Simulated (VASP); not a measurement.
# P (Im-3m) in VASP: a series of runs

Runs on P. Level: PBE. Tasks: single point, relaxation of cell and atoms.

Program: VASP 6.6.1. These are calculated values, not measurements. Logs are shortened: lines on timing, memory, paths and dates and some standing lists are left out, and cuts for length are marked.

## Step 1: The cell of the first run

Symmetry: Im-3m, No. 229, cubic system. The conventional cell has a = 3.093 Å, b = 3.093 Å, c = 3.093 Å, α = 90.00°, β = 90.00°, γ = 90.00°. Within 3.5 Å of P (site symmetry m-3m) lie 14 P at 2.68 to 3.09 Å.

## Step 2: Single point, PBE (volume scaled by 1.04)

Input file INCAR:

```
SYSTEM = P
ALGO     = Normal         ! electronic algorithm
EDIFF    = 1E-6           ! SCF threshold, eV
ENCUT    = 520            ! plane-wave cutoff, eV
GGA      = PE             ! functional
ISIF     = 2              ! what is computed and relaxed
ISMEAR   = -1             ! smearing method
LASPH    = .TRUE.         ! aspherical terms in the spheres
LCHARG   = .TRUE.         ! write CHGCAR
LELF     = .TRUE.         ! ELF
LREAL    = .FALSE.        ! projectors in reciprocal space
LVHAR    = .TRUE.       
LWAVE    = .FALSE.        ! write WAVECAR
NBANDS   = 8              ! bands
NELM     = 60             ! most SCF steps
PREC     = Accurate       ! precision mode
SIGMA    = 0.1            ! smearing width, eV
```

Input file KPOINTS:

```
k-points
0
G
  16 16 16
  0 0 0
```

Input file POSCAR:

```
P
1.0
   -1.5465026640      1.5465026640      1.5465026640
    1.5465026640     -1.5465026640      1.5465026640
    1.5465026640      1.5465026640     -1.5465026640
P
1
Direct
    0.0000000000      0.0000000000      0.0000000000
```

Potentials or basis: VASP PAW PBE potentials, release 64 (P).

Launch:

```console
$ cat potpaw_PBE.64/P/POTCAR > POTCAR
$ mpirun -np 1 vasp_std > vasp.out
```

OUTCAR:

```text
SYSTEM = P
   EDIFF = 1E-6
   ENCUT = 520
   GGA = PE
   ISIF = 2
   ISMEAR = -1
   LASPH = .TRUE.
   LREAL = .FALSE.
   NELM = 60
   PREC = Accurate

 ion  position               nearest neighbor table
   1  0.000  0.000  0.000-

  LATTYP: Found a body centered cubic cell.
 ALAT       =     3.0930053280

  Lattice vectors:

 A1 = (  -1.5465026640,   1.5465026640,   1.5465026640)
 A2 = (   1.5465026640,  -1.5465026640,   1.5465026640)
 A3 = (   1.5465026640,   1.5465026640,  -1.5465026640)

Analysis of symmetry for initial positions (statically):
=====================================================================
 Subroutine PRICEL returns:
 Original cell was already a primitive cell.

 Routine SETGRP: Setting up the symmetry group for a
 body centered cubic supercell.

 Subroutine GETGRP returns: Found 48 space group operations
 (whereof 48 operations were pure point group operations)
 out of a pool of 48 trial point group operations.

The static configuration has the point symmetry O_h .

Analysis of symmetry for dynamics (positions and initial velocities):
=====================================================================
 Subroutine PRICEL returns:
 Original cell was already a primitive cell.

 Routine SETGRP: Setting up the symmetry group for a
 body centered cubic supercell.

 Subroutine GETGRP returns: Found 48 space group operations
 (whereof 48 operations were pure point group operations)
 out of a pool of 48 trial point group operations.

The dynamic configuration has the point symmetry O_h .

 Subroutine INISYM returns: Found 48 space group operations
 (whereof 48 operations are pure point group operations),
 and found     1 'primitive' translations

----------------------------------------------------------------------------------------

                                     Primitive cell

  volume of cell :      14.7949

  direct lattice vectors                    reciprocal lattice vectors
    -1.546502664  1.546502664  1.546502664     0.000000000  0.323310145  0.323310145
     1.546502664 -1.546502664  1.546502664     0.323310145  0.000000000  0.323310145
     1.546502664  1.546502664 -1.546502664     0.323310145  0.323310145  0.000000000

  length of vectors
     2.678621188  2.678621188  2.678621188     0.457229591  0.457229591  0.457229591

  position of ions in fractional coordinates (direct lattice)
     0.000000000  0.000000000  0.000000000

  ion indices of the primitive-cell ions
   primitive index   ion index
                 1           1

----------------------------------------------------------------------------------------

 KPOINTS: k-points

Automatic generation of k-mesh.
 Grid dimensions read from file:
 generate k-points for:   16   16   16

 Generating k-lattice:

  Cartesian coordinates                     Fractional coordinates (reciprocal lattice)
     0.000000000  0.020206884  0.020206884     0.062500000  0.000000000  0.000000000
     0.020206884  0.000000000  0.020206884     0.000000000  0.062500000  0.000000000
     0.020206884  0.020206884  0.000000000     0.000000000  0.000000000  0.062500000

  Length of vectors
     0.028576849  0.028576849  0.028576849

  Shift w.r.t. Gamma in fractional coordinates (k-lattice)
     0.000000000  0.000000000  0.000000000

 Subroutine IBZKPT returns following result:
 ===========================================

 Found    145 irreducible k-points:

 Following reciprocal coordinates:
            Coordinates               Weight
  0.000000  0.000000  0.000000      1.000000
  0.062500  0.000000  0.000000     12.000000
  0.125000  0.000000  0.000000     12.000000
  0.187500  0.000000  0.000000     12.000000
  0.250000  0.000000  0.000000     12.000000
  0.312500  0.000000  0.000000     12.000000
[... 16 lines left out ...]
  0.187500  0.187500  0.000000     24.000000
  0.250000  0.187500 -0.000000     48.000000
 [... further k-points ...]
   k-points           NKPTS =    145   k-points in BZ     NKDIM =    145   number of bands    NBANDS=      8
   number of dos      NEDOS =    301   number of ions     NIONS =      1
   total plane-waves  NPLWV =   8000
   dimension x,y,z NGX =    20 NGY =   20 NGZ =   20
   dimension x,y,z NGXF=    40 NGYF=   40 NGZF=   40
   ions per type =               1
   NGX,Y,Z   is equivalent  to a cutoff of  12.41, 12.41, 12.41 a.u.
   NGXF,Y,Z  is equivalent  to a cutoff of  24.83, 24.83, 24.83 a.u.
 SYSTEM =  P
   PREC   = accura    normal or accurate (medium, high low for compatibility)
   ISTART =      0    job   : 0-new  1-cont  2-samecut
   ICHARG =      2    charge: 1-file 2-atom 10-const
   ISPIN  =      1    spin polarized calculation?
   LNONCOLLINEAR =      F non collinear calculations
   LSORBIT =      F    spin-orbit coupling
   LASPH  =      T    aspherical Exc in radial PAW
   ENCUT  =  520.0 eV  38.22 Ry    6.18 a.u.   4.98  4.98  4.98*2*pi/ulx,y,z
   NELM   =     60;   NELMIN=  2; NELMDL= -5     # of ELM steps
   EDIFF  = 0.1E-05   stopping-criterion for ELM
   LREAL  =      F    real-space projection
[... 7 lines left out ...]
   TEBEG  =    0.0;   TEEND  =   0.0 temperature during run
   PSTRESS=    0.0 pullay stress
   NELECT =       5.0000    total number of electrons
   NUPDOWN=      -1.0000    fix difference up-down
   EMIN   =  10.00;   EMAX   =-10.00  energy-range for DOS
   EFERMI =   0.00;   METHOD = LEGACY
   ISMEAR =    -1;   SIGMA  =   0.10  broadening in eV -4-tet -1-fermi 0-gaus
   EFERMI_NEDOS =   21; number of points for ismear=-14 and -15
   IALGO  =     38    algorithm
   IMIX   =      4    mixing-type and parameters
     AMIX     =   0.40;   BMIX     =  1.00
     AMIX_MAG =   1.60;   BMIX_MAG =  1.00
  volume/ion in A,a.u.               =      14.79        99.84
  Fermi-wavevector in a.u.,A,eV,Ry     =   1.140322  2.154896 17.692121  1.300334
  Thomas-Fermi vector in A             =   2.277024
   LORBIT       =      0    0 simple, 1 ext, 2 COOP (PROOUT), +10 PAW based schemes
   GGA     = PE    functional components
   LHFCALC =     F    Hartree Fock is set to
   AEXX    =    0.0000 exact exchange contribution
   IVDW    =     0    specifies the selected vdW correction
   LEPSILON=     F    determine dielectric tensor
   LRPA    =     F    only Hartree local field effects (RPA)
 non-spin polarized calculation
  energy-cutoff  :      520.00
  volume of cell :       14.79
 maximum number of plane-waves:       420
   NGX =  9   NGY =  9   NGZ =  9

 number of electron       5.0000000 magnetization

 Free energy of the ion-electron system (eV)
  ---------------------------------------------------
  ext. energy  EPLUGINS =         0.00000000
  ---------------------------------------------------
  free energy    TOTEN  =        -4.68169130 eV

  energy without entropy =       -4.66451439  energy(sigma->0) =       -4.67310285

 E-fermi :   9.4087     XC(G=0): -11.4011

 val. band max:        9.4064160777   @ k =   0.5000   0.5000   0.1875
 cond. band min:       9.4170640243   @ k =  -0.3750   0.4375   0.1250
 fundamental gap:      0.0106479466
 Fermi energy:         9.4087057536

 k-point     1 :       0.0000    0.0000    0.0000
  band No.  band energies     occupation
      1      -6.6023      2.00000
      2      16.2391      0.00000
      3      16.2391      0.00000
      4      16.2391      0.00000
      5      21.3334      0.00000
      6      21.3334      0.00000
      7      21.3334      0.00000
      8      25.1937      0.00000

 k-point     2 :       0.0625    0.0000    0.0000
  band No.  band energies     occupation
      1      -6.4882      2.00000
      2      15.5099      0.00000
      3      15.8420      0.00000
      4      16.1705      0.00000
      5      21.0058      0.00000
      6      21.4358      0.00000
      7      21.9315      0.00000
      8      24.4844      0.00000

 k-point     3 :       0.1250    0.0000    0.0000
  band No.  band energies     occupation
      1      -6.1466      2.00000
      2      13.7584      0.00000
      3      14.9933      0.00000
      4      15.9740      0.00000
      5      20.2320      0.00000
      6      21.1325      0.00000
      7      23.3804      0.00000
      8      24.0086      0.00000

 k-point     4 :       0.1875    0.0000    0.0000
  band No.  band energies     occupation
      1      -5.5797      2.00000
      2      11.5640      0.00000
      3      14.0853      0.00000
      4      15.6797      0.00000
      5      19.3313      0.00000
      6      20.2307      0.00000
      7      24.4289      0.00000
      8      24.9198      0.00000

 k-point     5 :       0.2500    0.0000    0.0000
  band No.  band energies     occupation
      1      -4.7919      2.00000
      2       9.2449      1.67458
      3      13.2750      0.00000
      4      15.3377      0.00000
      5      18.4880      0.00000
      6      19.2970      0.00000
      7      25.2135      0.00000
      8      25.2495      0.00000
[... 177 lines left out ...]
 k-point    22 :       0.4375    0.1250    0.0000
  band No.  band energies     occupation
      1      -0.1373      2.00000
      2       2.2094      2.00000
      3       9.6736      0.13215
      4      13.0954      0.00000
      5      18.0831      0.00000
      6      20.3668      0.00000
      7      26.9756      0.00000
      8      27.0785      0.00000

 k-point    23 :       0.1875    0.1875    0.0000
  band No.  band energies     occupation
      1      -3.5692      2.00000
      2       8.0171      2.00000
      3       9.7922      0.04228
      4      13.6839      0.00000
      5      19.3417      0.00000
      6      21.0805      0.00000
      7      24.7479      0.00000
      8      26.2093      0.00000

 k-point    24 :       0.2500    0.1875   -0.0000
  band No.  band energies     occupation
      1      -2.4826      2.00000
      2       6.3151      2.00000
      3       8.6945      1.99842
      4      13.2183      0.00000
      5      19.2417      0.00000
      6      21.3409      0.00000
      7      25.1636      0.00000
      8      27.1369      0.00000

 [... further k-points ...]
[... 5 lines left out ...]
  --------------------------------------------------------------------------------------
  -------------------------------------------------------------------------------------
  Total       -0.3385196     -0.3385196     -0.3385196      0.0000000      0.0000000     -0.0000000
  in kB      -36.6591465    -36.6591465    -36.6591465      0.0000000      0.0000000     -0.0000000
  external PRESSURE =     -36.6591465 kB  Pullay stress =       0.0000000 kB

 VOLUME and BASIS-vectors are now :
 -----------------------------------------------------------------------------
  energy-cutoff  :      520.00
  volume of cell :       14.79
      direct lattice vectors                 reciprocal lattice vectors
    -1.546502664  1.546502664  1.546502664     0.000000000  0.323310145  0.323310145
     1.546502664 -1.546502664  1.546502664     0.323310145  0.000000000  0.323310145
     1.546502664  1.546502664 -1.546502664     0.323310145  0.323310145  0.000000000

 POSITION                                       TOTAL-FORCE (eV/Angst)
 -----------------------------------------------------------------------------------
      0.00000      0.00000      0.00000        -0.000000      0.000000     -0.000000
 -----------------------------------------------------------------------------------
    total drift:                                0.000000      0.000000     -0.000000

  FREE ENERGIE OF THE ION-ELECTRON SYSTEM (eV)
  ---------------------------------------------------
  free  energy   TOTEN  =        -4.6816913037 eV

  energy  without entropy=       -4.6645143940  energy(sigma->0) =       -4.67310285
```

Run time: 4.7 s. Hardware: 1 thread of Intel Xeon 6975P-C (Granite Rapids), shared host; peak memory 0.12 GiB.

What came out:

| Property | Result |
| --- | --- |
| Free energy | -4.6817 eV |
| Pressure | -3.7 GPa |

Levels at points of the mesh, in eV from the Fermi level:
```
           k point  band 1  band 2  band 3  band 4  band 5  band 6  band 7
(0.00, 0.00, 0.00)  -16.01    6.83    6.83    6.83   11.92   11.92   11.92
(0.50, 0.00, 0.00)   -9.85   -7.53    2.35    5.09    7.44    8.11   19.05
(0.50, 0.50, 0.50)   -4.45   -2.49   -2.49   -2.49    2.63    2.63   23.14
```

## Step 3: Single point, PBE (volume scaled by 1.08)

Input file INCAR:

```
SYSTEM = P
PREC = Accurate
ENCUT = 520
EDIFF = 1E-7
ISMEAR = -1
SIGMA = 0.1
LREAL = .False.
LASPH = .True.
NELM = 100
ALGO = Normal
ISIF = 2
LWAVE = .False.
LCHARG = .False.
GGA = PE
NBANDS = 8
```

Input file KPOINTS:

```
Automatic mesh
0
Gamma
  16 16 16
  0 0 0
```

Input file POSCAR:

```
P
1.0
   -1.5660807255      1.5660807255      1.5660807255
    1.5660807255     -1.5660807255      1.5660807255
    1.5660807255      1.5660807255     -1.5660807255
P
1
Direct
    0.0000000000      0.0000000000      0.0000000000
```

Potentials or basis: VASP PAW PBE potentials, release 64 (P).

Launch:

```console
$ cat potpaw_PBE.64/P/POTCAR > POTCAR
$ mpirun -np 1 vasp_std > vasp.out
```

Wall time 4.4 s (1 thread of Intel Xeon 6975P-C (Granite Rapids), shared host); peak memory 0.12 GiB.

Results (log left out):

```yaml
Free_energy: -4.6636 eV
Pressure: -6.6 GPa
```

Levels at points of the mesh, in eV from the Fermi level:
```tsv
k point	band 1	band 2	band 3	band 4	band 5	band 6	band 7
(0.00, 0.00, 0.00)	-15.61	6.50	6.50	6.50	11.85	11.85	11.85
(0.50, 0.00, 0.00)	-9.73	-7.22	2.24	4.90	7.50	8.00	18.70
(0.50, 0.50, 0.50)	-4.69	-2.38	-2.38	-2.38	2.83	2.83	22.71
```

## Step 4: Single point, PBE (volume scaled by 1.12)

Input file INCAR:

```
SYSTEM = P
PREC     = Accurate       ! precision mode
ENCUT    = 520            ! plane-wave cutoff, eV
EDIFF    = 1E-6           ! SCF threshold, eV
ISMEAR   = -1             ! smearing method
SIGMA    = 0.1            ! smearing width, eV
LREAL    = .False.        ! projectors in reciprocal space
LASPH    = .True.         ! aspherical terms in the spheres
NELM     = 100            ! most SCF steps
ALGO     = Normal         ! electronic algorithm
ISIF     = 2              ! what is computed and relaxed
LWAVE    = .False.        ! write WAVECAR
LCHARG   = .False.        ! write CHGCAR
GGA      = PE             ! functional
NBANDS   = 8              ! bands
```

KPOINTS is that of step 3.

Input file POSCAR:

```
P
1.0
   -1.5851811534      1.5851811534      1.5851811534
    1.5851811534     -1.5851811534      1.5851811534
    1.5851811534      1.5851811534     -1.5851811534
P
1
Direct
    0.0000000000      0.0000000000      0.0000000000
```

Launch:

```console
$ cat potpaw_PBE.64/P/POTCAR > POTCAR
$ mpirun -np 1 vasp_std > vasp.out
```

It took 4.5 s on 1 thread of Intel Xeon 6975P-C (Granite Rapids), shared host; peak memory 0.12 GiB.

Results (log left out):

| Property | Result |
| --- | --- |
| Free energy | -4.6361 eV |
| Pressure | -8.9 GPa |

Levels at points of the mesh, in eV from the Fermi level:
```csv
k point,band 1,band 2,band 3,band 4,band 5,band 6,band 7,band 8
"(0.00, 0.00, 0.00)",-15.25,6.20,6.20,6.20,11.77,11.77,11.77,15.45
"(0.50, 0.00, 0.00)",-9.62,-6.93,2.14,4.71,7.55,7.89,18.37,18.57
"(0.50, 0.50, 0.50)",-4.91,-2.28,-2.28,-2.28,3.01,3.01,22.31,22.31
```

(Continued in part 2 of 2.)
